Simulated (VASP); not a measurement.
# CoO (R3m) in VASP: settings compared, part 2 of 3

VASP 6.6.1. The steps go on from the part before.

## 3. Single point, LDA, collinear spin, ferromagnetic start (10.96 Å³/atom)

This run uses another cell than the first one, of 10.96 Å³/atom.

The input, INCAR:

```
SYSTEM = CoO
ALGO = Normal
EDIFF = 1E-7
ENCUT = 520
GGA = CA
ISIF = 2
ISMEAR = -1
ISPIN = 2
LASPH = .TRUE.
LCHARG = .FALSE.
LMAXMIX = 4
LORBIT = 11
LREAL = .FALSE.
LWAVE = .FALSE.
MAGMOM = 2 0
NBANDS = 18
NELM = 150
PREC = Accurate
SIGMA = 0.05
```

The input, KPOINTS:

```
k-points
0
G
  10 10 10
  0 0 0
```

The input, POSCAR:

```
CoO
1.0
    1.5805655677      0.9125399560      2.5317845992
   -1.5805655677      0.9125399560      2.5317845992
    0.0000000000     -1.8250799120      2.5317845992
Co O
1 1
Direct
    0.9989783200      0.9989783200      0.9989783200
    0.7510210300      0.7510210300      0.7510210300
```

Potentials or basis: VASP PAW LDA potentials, release 64 (Co, O).

The run is started by

```bash
> cat potpaw_LDA.64/Co/POTCAR potpaw_LDA.64/O/POTCAR > POTCAR
> mpirun -np 1 vasp_std > vasp.out
```

OUTCAR:

```text
SYSTEM = CoO
   EDIFF = 1E-7
   ENCUT = 520
   GGA = CA
   ISIF = 2
   ISMEAR = -1
   ISPIN = 2
   LASPH = .TRUE.
   LORBIT = 11
   LREAL = .FALSE.
   NELM = 150
   PREC = Accurate

 ion  position               nearest neighbor table
   1  0.999  0.999  0.999-   2 1.88   2 1.94   2 1.94   2 1.94
   2  0.751  0.751  0.751-   1 1.88   1 1.94   1 1.94   1 1.94

  LATTYP: Found a trigonal (rhomboedric) cell.
 ALAT       =     3.1210334734
 COS(alpha) =     0.4870699110

  Lattice vectors:

 A1 = (   1.5805655677,   0.9125399560,   2.5317845992)
 A2 = (  -1.5805655677,   0.9125399560,   2.5317845992)
 A3 = (   0.0000000000,  -1.8250799120,   2.5317845992)

Analysis of symmetry for initial positions (statically):
=====================================================================
 Subroutine PRICEL returns:
 Original cell was already a primitive cell.

 Routine SETGRP: Setting up the symmetry group for a
 trigonal (rhombohedral) supercell.

 Subroutine GETGRP returns: Found  6 space group operations
 (whereof  6 operations were pure point group operations)
[... 1196 lines left out ...]
     18      35.5945      0.00000

 [... further k-points ...]

------------------------ aborting loop because EDIFF is reached ----------------------------------------

  FORCE on cell =-STRESS in cart. coord.  units (eV):
  Direction    XX          YY          ZZ          XY          YZ          ZX
  --------------------------------------------------------------------------------------
  -------------------------------------------------------------------------------------
  Total       -2.5308980     -2.5308980     -1.9359830     -0.0000000      0.0000000      0.0000000
  in kB     -185.0728928   -185.0728928   -141.5695045     -0.0000000      0.0000000      0.0000000
  external PRESSURE =    -170.5717634 kB  Pullay stress =       0.0000000 kB

 VOLUME and BASIS-vectors are now :
 -----------------------------------------------------------------------------
  energy-cutoff  :      520.00
  volume of cell :       21.91
      direct lattice vectors                 reciprocal lattice vectors
     1.580565568  0.912539956  2.531784599     0.316342460  0.182640404  0.131659436
    -1.580565568  0.912539956  2.531784599    -0.316342460  0.182640404  0.131659436
     0.000000000 -1.825079912  2.531784599     0.000000000 -0.365280809  0.131659436

 POSITION                                       TOTAL-FORCE (eV/Angst)
 -----------------------------------------------------------------------------------
      0.00000      0.00000      7.58759         0.000000      0.000000      0.249183
      0.00000      0.00000      5.70427         0.000000     -0.000000     -0.249183
 -----------------------------------------------------------------------------------
    total drift:                                0.000000      0.000000     -0.000041

  FREE ENERGIE OF THE ION-ELECTRON SYSTEM (eV)
  ---------------------------------------------------
  free  energy   TOTEN  =       -15.0662104228 eV

  energy  without entropy=      -15.0457356805  energy(sigma->0) =      -15.05597305

 total charge

# of ion       s       p       d       tot
------------------------------------------
    1        0.357   0.480   7.299   8.136
    2        1.543   3.399   0.000   4.942
--------------------------------------------------
tot          1.901   3.879   7.299  13.078

 magnetization (x)

# of ion       s       p       d       tot
------------------------------------------
    1        0.008   0.037   1.570   1.616
    2        0.015   0.157   0.000   0.172
--------------------------------------------------
tot          0.023   0.195   1.570   1.788
```

OSZICAR:

```text
N       E                     dE             d eps       ncg     rms          rms(c)
DAV:   1     0.793900899988E+02    0.79390E+02   -0.65497E+03  8576   0.933E+02
DAV:   2    -0.126052764955E+02   -0.91995E+02   -0.79768E+02  8834   0.223E+02
DAV:   3    -0.176888718886E+02   -0.50836E+01   -0.48923E+01  9682   0.564E+01
DAV:   4    -0.177482773327E+02   -0.59405E-01   -0.59334E-01 10050   0.582E+00
DAV:   5    -0.177498374712E+02   -0.15601E-02   -0.15599E-02 10246   0.952E-01    0.173E+01
DAV:   6    -0.176963389082E+02    0.53499E-01   -0.24851E+01  9458   0.708E+01    0.222E+01
DAV:   7    -0.151672244836E+02    0.25291E+01   -0.13492E+01  9804   0.605E+01    0.694E+00
DAV:   8    -0.150787245166E+02    0.88500E-01   -0.38084E-01 10208   0.646E+00    0.333E+00
DAV:   9    -0.150695592328E+02    0.91653E-02   -0.52971E-02 12784   0.251E+00    0.735E-01
DAV:  10    -0.150659612547E+02    0.35980E-02   -0.98862E-03 12778   0.147E+00    0.221E-01
DAV:  11    -0.150662035942E+02   -0.24234E-03   -0.10169E-03  9150   0.302E-01    0.964E-02
DAV:  12    -0.150662083531E+02   -0.47589E-05   -0.40365E-05 10856   0.734E-02    0.403E-02
DAV:  13    -0.150662125076E+02   -0.41545E-05   -0.17894E-05 11626   0.551E-02    0.199E-02
DAV:  14    -0.150662107924E+02    0.17153E-05   -0.29762E-06 12224   0.181E-02    0.770E-03
DAV:  15    -0.150662104705E+02    0.32192E-06   -0.48356E-07 10760   0.832E-03    0.246E-03
DAV:  16    -0.150662104228E+02    0.47678E-07   -0.43005E-08  5014   0.227E-03
   1 F= -.15066210E+02 E0= -.15055973E+02  d E =-.204747E-01  mag=     1.8349
```

Run time: 1.9 min. Hardware: 1 thread of Intel Xeon 8259CL, shared host; peak memory 0.19 GiB.

What came out:

```
Free energy                                           : -15.0662 eV
Pressure                                              : -17.1 GPa
Largest force                                         : 0.249 eV/Å
Net moment                                            : 1.83 μB per cell
Site moments                                          : Co +1.62; O +0.17 μB
Valence electrons inside the program's atomic spheres : Co 8.14; O 4.94
```

Forces in eV/Å, atoms in the order of the input:
```
Co   0.000  0.000  0.249
O    0.000  0.000 -0.249
```

Caveat: the cell stands under tension; a cell with one magnetic atom can't hold antiferromagnetic order, which such compounds often take; semilocal functionals often make such compounds metallic where correlation or magnetic order opens a gap, which also shifts bond lengths. With open d or f shells a metallic result of LDA can be an artefact of self-interaction; +U or a hybrid may open a gap.

## 4. Single point, LDA, collinear spin, ferromagnetic start (11.18 Å³/atom)

This run uses another cell than the first one, of 11.18 Å³/atom.

The input, INCAR:

```
SYSTEM = CoO
PREC = Accurate
ENCUT = 520
EDIFF = 1E-7
ISMEAR = -1
SIGMA = 0.05
LREAL = .FALSE.
LASPH = .TRUE.
NELM = 150
ALGO = Normal
ISIF = 2
LWAVE = .FALSE.
LCHARG = .FALSE.
ISPIN = 2
MAGMOM = 2 0
LORBIT = 11
LMAXMIX = 4
GGA = CA
NBANDS = 18
```

The input, KPOINTS:

```
regular mesh
0
G
  10 10 10
  0 0 0
```

The input, POSCAR:

```
CoO
1.0
    1.5914663644      0.9188335339      2.5492457344
   -1.5914663644      0.9188335339      2.5492457344
    0.0000000000     -1.8376670678      2.5492457344
Co O
1 1
Direct
    0.9989783200      0.9989783200      0.9989783200
    0.7510210300      0.7510210300      0.7510210300
```

The run is started by

```bash
> cat potpaw_LDA.64/Co/POTCAR potpaw_LDA.64/O/POTCAR > POTCAR
> mpirun -np 1 vasp_std > vasp.out
```

Wall time 2 min (1 thread of Intel Xeon 8259CL, shared host); peak memory 0.19 GiB.

It converged, with:

```
Free energy                                           : -15.0176 eV
Pressure                                              : -16.9 GPa
Largest force                                         : 0.222 eV/Å
Net moment                                            : 2.20 μB per cell
Site moments                                          : Co +1.91; O +0.22 μB
Valence electrons inside the program's atomic spheres : Co 8.08; O 4.94
```

Forces on the atoms (eV/Å):
```
Co   0.000  0.000  0.222
O    0.000  0.000 -0.222
```

Stress tensor (GPa, compression positive):
```
-18.38   0.00   0.00
  0.00 -18.38   0.00
  0.00   0.00 -14.01
```

Levels at points of the mesh, in eV from the Fermi level:
Spin up:
```csv
k point,band 6,band 7,band 8,band 9,band 10,band 11,band 12,band 13
"(0.00, 0.00, 0.00)",-1.97,0.31,0.64,0.64,0.78,14.11,14.11,14.70
"(0.50, 0.00, 0.00)",-1.86,-1.86,-0.18,-0.13,5.85,7.07,13.71,14.06
"(0.50, 0.50, 0.00)",-1.63,-1.39,-1.31,-1.25,5.45,10.08,11.21,14.28
"(0.50, 0.50, 0.50)",-1.87,-1.87,-0.31,-0.31,5.80,7.40,13.61,13.61
```
Spin down:
```csv
k point,band 3,band 4,band 5,band 6,band 7,band 8,band 9,band 10
"(0.00, 0.00, 0.00)",-5.30,-5.30,-0.49,-0.49,0.65,2.23,2.23,2.33
"(0.50, 0.00, 0.00)",-5.09,-5.07,-0.32,-0.30,-0.17,1.38,1.41,6.18
"(0.50, 0.50, 0.00)",-4.78,-4.74,-1.22,-0.10,0.02,0.47,0.55,6.17
"(0.50, 0.50, 0.50)",-5.01,-5.01,-0.32,-0.30,-0.30,1.26,1.26,6.14
```

Caveat: the cell stands under tension; a cell with one magnetic atom can't hold antiferromagnetic order, which such compounds often take; semilocal functionals often make such compounds metallic where correlation or magnetic order opens a gap, which also shifts bond lengths. With open d or f shells a metallic result of LDA can be an artefact of self-interaction; +U or a hybrid may open a gap.

## 5. Single point, PBEsol, collinear spin, ferromagnetic start (11.18 Å³/atom)

This run uses another cell than the first one, of 11.18 Å³/atom.

The input, INCAR:

```
  ALGO = Normal
  EDIFF = 1E-6
  ENCUT = 520
  GGA = PS
  ISIF = 2
  ISMEAR = -1
  ISPIN = 2
  LASPH = True
  LCHARG = True
  LELF = True
  LMAXMIX = 4
  LORBIT = 11
  LREAL = False
  LVHAR = True
  LWAVE = False
  MAGMOM = 2 0
  NBANDS = 18
  NELM = 150
  PREC = Accurate
  SIGMA = 0.05
```

The input, KPOINTS:

```
k-points
0
Gamma
  10 10 10
```

POSCAR is that of step 4.

Potentials or basis: VASP PAW PBE potentials, release 64 (Co, O).

The run is started by

```bash
> cat potpaw_PBE.64/Co/POTCAR potpaw_PBE.64/O/POTCAR > POTCAR
> mpirun -np 1 vasp_std > vasp.out
```

OUTCAR:

```text
EDIFF = 1E-6
   ENCUT = 520
   GGA = PS
   ISIF = 2
   ISMEAR = -1
   ISPIN = 2
   LASPH = True
   LORBIT = 11
   LREAL = False
   NELM = 150
   PREC = Accurate

 ion  position               nearest neighbor table
   1  0.999  0.999  0.999-   2 1.90   2 1.95   2 1.95   2 1.95
   2  0.751  0.751  0.751-   1 1.90   1 1.95   1 1.95   1 1.95

  LATTYP: Found a trigonal (rhomboedric) cell.
 ALAT       =     3.1425585223
 COS(alpha) =     0.4870699110

  Lattice vectors:

 A1 = (   1.5914663644,   0.9188335339,   2.5492457344)
 A2 = (  -1.5914663644,   0.9188335339,   2.5492457344)
 A3 = (   0.0000000000,  -1.8376670678,   2.5492457344)

Analysis of symmetry for initial positions (statically):
=====================================================================
 Subroutine PRICEL returns:
 Original cell was already a primitive cell.

 Routine SETGRP: Setting up the symmetry group for a
 trigonal (rhombohedral) supercell.

 Subroutine GETGRP returns: Found  6 space group operations
 (whereof  6 operations were pure point group operations)
 out of a pool of 12 trial point group operations.

The static configuration has the point symmetry C_3v.

Analysis of symmetry for dynamics (positions and initial velocities):
=====================================================================
 Subroutine PRICEL returns:
 Original cell was already a primitive cell.

 Routine SETGRP: Setting up the symmetry group for a
 trigonal (rhombohedral) supercell.

 Subroutine GETGRP returns: Found  6 space group operations
 (whereof  6 operations were pure point group operations)
 out of a pool of 12 trial point group operations.

The dynamic configuration has the point symmetry C_3v.

Analysis of structural, dynamic, and magnetic symmetry:
=====================================================================
 Subroutine PRICEL returns:
 Original cell was already a primitive cell.

 Routine SETGRP: Setting up the symmetry group for a
 trigonal (rhombohedral) supercell.

 Subroutine GETGRP returns: Found  6 space group operations
 (whereof  6 operations were pure point group operations)
 out of a pool of 12 trial point group operations.

The overall configuration has the point symmetry C_3v.

 Subroutine INISYM returns: Found  6 space group operations
 (whereof  6 operations are pure point group operations),
 and found     1 'primitive' translations

----------------------------------------------------------------------------------------

                                     Primitive cell

  volume of cell :      22.3665

  direct lattice vectors                    reciprocal lattice vectors
     1.591466364  0.918833534  2.549245734     0.314175663  0.181389404  0.130757631
    -1.591466364  0.918833534  2.549245734    -0.314175663  0.181389404  0.130757631
     0.000000000 -1.837667068  2.549245734     0.000000000 -0.362778807  0.130757631

  length of vectors
     3.142558522  3.142558522  3.142558522     0.385624197  0.385624197  0.385624197

  position of ions in fractional coordinates (direct lattice)
     0.998978320  0.998978320  0.998978320
     0.751021030  0.751021030  0.751021030

  ion indices of the primitive-cell ions
   primitive index   ion index
                 1           1
[... 57 lines left out ...]
   total plane-waves  NPLWV =  13824
   dimension x,y,z NGX =    24 NGY =   24 NGZ =   24
   dimension x,y,z NGXF=    48 NGYF=   48 NGZF=   48
   ions per type =               1   1
   NGX,Y,Z   is equivalent  to a cutoff of  12.70, 12.70, 12.70 a.u.
   NGXF,Y,Z  is equivalent  to a cutoff of  25.39, 25.39, 25.39 a.u.
 SYSTEM =  unknown system
   PREC   = accura    normal or accurate (medium, high low for compatibility)
   ISTART =      0    job   : 0-new  1-cont  2-samecut
   ICHARG =      2    charge: 1-file 2-atom 10-const
   ISPIN  =      2    spin polarized calculation?
   LNONCOLLINEAR =      F non collinear calculations
   LSORBIT =      F    spin-orbit coupling
   LASPH  =      T    aspherical Exc in radial PAW
   ENCUT  =  520.0 eV  38.22 Ry    6.18 a.u.   5.84  5.84  5.84*2*pi/ulx,y,z
   NELM   =    150;   NELMIN=  2; NELMDL= -5     # of ELM steps
   EDIFF  = 0.1E-05   stopping-criterion for ELM
   LREAL  =      F    real-space projection
[... 7 lines left out ...]
   TEBEG  =    0.0;   TEEND  =   0.0 temperature during run
   PSTRESS=    0.0 pullay stress
   NELECT =      15.0000    total number of electrons
   NUPDOWN=      -1.0000    fix difference up-down
   EMIN   =  10.00;   EMAX   =-10.00  energy-range for DOS
   EFERMI =   0.00;   METHOD = LEGACY
   ISMEAR =    -1;   SIGMA  =   0.05  broadening in eV -4-tet -1-fermi 0-gaus
   EFERMI_NEDOS =   21; number of points for ismear=-14 and -15
   IALGO  =     38    algorithm
   IMIX   =      4    mixing-type and parameters
     AMIX     =   0.40;   BMIX     =  1.00
     AMIX_MAG =   1.60;   BMIX_MAG =  1.00
  volume/ion in A,a.u.               =      11.18        75.47
  Fermi-wavevector in a.u.,A,eV,Ry     =   1.432978  2.707936 27.938553  2.053426
  Thomas-Fermi vector in A             =   2.552546
   LORBIT       =     11    0 simple, 1 ext, 2 COOP (PROOUT), +10 PAW based schemes
   GGA     = PS    functional components
   LHFCALC =     F    Hartree Fock is set to
   AEXX    =    0.0000 exact exchange contribution
   IVDW    =     0    specifies the selected vdW correction
   LEPSILON=     F    determine dielectric tensor
   LRPA    =     F    only Hartree local field effects (RPA)
 spin polarized calculation
  energy-cutoff  :      520.00
  volume of cell :       22.37
 maximum number of plane-waves:       616
   NGX = 11   NGY = 11   NGZ = 11

 number of electron      15.0000005 magnetization       2.6628527

 Free energy of the ion-electron system (eV)
  ---------------------------------------------------
  ext. energy  EPLUGINS =         0.00000000
  ---------------------------------------------------
  free energy    TOTEN  =       -14.24571289 eV

  energy without entropy =      -14.22438332  energy(sigma->0) =      -14.23504811

 E-fermi :   6.1012     XC(G=0): -11.6079

 val. band max:        6.0986046037   @ k =   0.5000   0.5000   0.2000
 cond. band min:       6.1094330677   @ k =  -0.4000   0.2000   0.1000
 fundamental gap:      0.0108284640
 Fermi energy:         6.1012088794

 spin component 1

 k-point     1 :       0.0000    0.0000    0.0000
  band No.  band energies     occupation
      1     -14.0523      1.00000
      2      -0.2406      1.00000
      3      -0.1872      1.00000
      4      -0.1872      1.00000
      5       3.8393      1.00000
      6       3.8393      1.00000
[... 493 lines left out ...]
     17      32.9517      0.00000
     18      34.9032      0.00000

 [... further k-points ...]

 spin component 2

 k-point     1 :       0.0000    0.0000    0.0000
  band No.  band energies     occupation
      1     -13.5348      1.00000
      2       0.8757      1.00000
      3       0.9575      1.00000
      4       0.9575      1.00000
      5       5.6188      0.99994
      6       5.6188      0.99994
[... 493 lines left out ...]
     17      33.3945      0.00000
     18      35.3889      0.00000

 [... further k-points ...]

------------------------ aborting loop because EDIFF is reached ----------------------------------------

  FORCE on cell =-STRESS in cart. coord.  units (eV):
  Direction    XX          YY          ZZ          XY          YZ          ZX
  --------------------------------------------------------------------------------------
  -------------------------------------------------------------------------------------
  Total       -1.0960634     -1.0960634     -0.3664445      0.0000000     -0.0000000      0.0000000
  in kB      -78.5143449    -78.5143449    -26.2495335      0.0000000     -0.0000000      0.0000000
  external PRESSURE =     -61.0927411 kB  Pullay stress =       0.0000000 kB

 VOLUME and BASIS-vectors are now :
 -----------------------------------------------------------------------------
  energy-cutoff  :      520.00
  volume of cell :       22.37
      direct lattice vectors                 reciprocal lattice vectors
     1.591466364  0.918833534  2.549245734     0.314175663  0.181389404  0.130757631
    -1.591466364  0.918833534  2.549245734    -0.314175663  0.181389404  0.130757631
     0.000000000 -1.837667068  2.549245734     0.000000000 -0.362778807  0.130757631

 POSITION                                       TOTAL-FORCE (eV/Angst)
 -----------------------------------------------------------------------------------
      0.00000      0.00000      7.63992         0.000000      0.000000      0.234617
      0.00000      0.00000      5.74361         0.000000     -0.000000     -0.234617
 -----------------------------------------------------------------------------------
    total drift:                               -0.000000      0.000000     -0.000355

  FREE ENERGIE OF THE ION-ELECTRON SYSTEM (eV)
  ---------------------------------------------------
  free  energy   TOTEN  =       -14.2457128915 eV

  energy  without entropy=      -14.2243833205  energy(sigma->0) =      -14.23504811

 total charge

# of ion       s       p       d       tot
------------------------------------------
    1        0.355   0.472   7.224   8.051
    2        1.548   3.421   0.000   4.969
--------------------------------------------------
tot          1.903   3.893   7.224  13.020

 magnetization (x)

# of ion       s       p       d       tot
------------------------------------------
    1        0.017   0.050   2.231   2.298
    2        0.021   0.267   0.000   0.288
--------------------------------------------------
tot          0.038   0.317   2.231   2.586
```

Wall time 1.9 min (1 thread of Intel Xeon 8259CL, shared host); peak memory 0.2 GiB.

What came out:

- Free energy: -14.2457 eV
- Pressure: -6.1 GPa
- Largest force: 0.235 eV/Å
- Net moment: 2.66 μB per cell
- Site moments: Co +2.30; O +0.29 μB
- Valence electrons inside the program's atomic spheres: Co 8.05; O 4.97

Forces in eV/Å, atoms in the order of the input:
```
Co   0.000  0.000  0.235
O    0.000  0.000 -0.235
```

Caveat: the cell stands under tension; the PAW data sets were made with another functional, which shifts forces and pressure a little; a cell with one magnetic atom can't hold antiferromagnetic order, which such compounds often take; semilocal functionals often make such compounds metallic where correlation or magnetic order opens a gap, which also shifts bond lengths. With open d or f shells a metallic result of PBEsol can be an artefact of self-interaction; +U or a hybrid may open a gap.

[end of part 2 of 3]
